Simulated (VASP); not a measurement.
Fe:

```
Fe
1.0
    -1.44300    1.44300    1.44300
     1.44300   -1.44300    1.44300
     1.44300    1.44300   -1.44300
Fe
1
Direct
  0.00000 0.00000 0.00000
```

- Program: VASP 6.6.1
- Task: relaxation of cell and atoms
- Functional: PBEsol
- Dispersion: D4
- Potentials or basis: VASP PAW PBE potentials, release 64 (Fe)
- Cutoff: 600 eV
- k mesh: 13 × 13 × 13
- Occupations: fermi-dirac, width 0.05 eV
- Spin: collinear spin, ferromagnetic start
- Starting moments: [3.0] μB

At the start: pressure -19.8 GPa; volume 12.02 Å³/atom.

Problem. How do energy, volume and symmetry change on relaxing?

Solution. Over 5 steps the energy falls by 100.0 meV/atom and the volume is 10.66 Å³/atom (-11.3 %); space group Im-3m (No. 229, to 0.05 Å); moment 2.05 μB per cell.

Step by step:
| step | energy change (eV) | largest force (eV/Å) | pressure (GPa) | volume (Å³) |
| --- | --- | --- | --- | --- |
| 1 | 0.0000 | 0.0000 | -19.82 | 12.02 |
| 2 | -0.0067 | 0.0000 | 31.70 | 9.61 |
| 3 | -0.1000 | 0.0000 | -0.37 | 10.67 |
| 4 | -0.1000 | 0.0000 | 0.16 | 10.64 |
| 5 | -0.1000 | 0.0000 | -0.13 | 10.66 |

Final structure:
```cif
data_structure
_symmetry_space_group_name_H-M 'P 1'
_symmetry_Int_Tables_number 1
_cell_length_a 2.4010
_cell_length_b 2.4010
_cell_length_c 2.4010
_cell_angle_alpha 109.471
_cell_angle_beta 109.471
_cell_angle_gamma 109.471
_cell_volume 10.66
loop_
_atom_site_label
_atom_site_type_symbol
_atom_site_fract_x
_atom_site_fract_y
_atom_site_fract_z
_atom_site_occupancy
Fe1 Fe 0.00000 0.00000 0.00000 1
```

Caveat: the PAW data sets were made with another functional, which shifts forces and pressure a little; the volume moved by -11 % from the deposited cell, more than functionals usually miss; pairwise dispersion overbinds metals, which lowers pressure and volume.
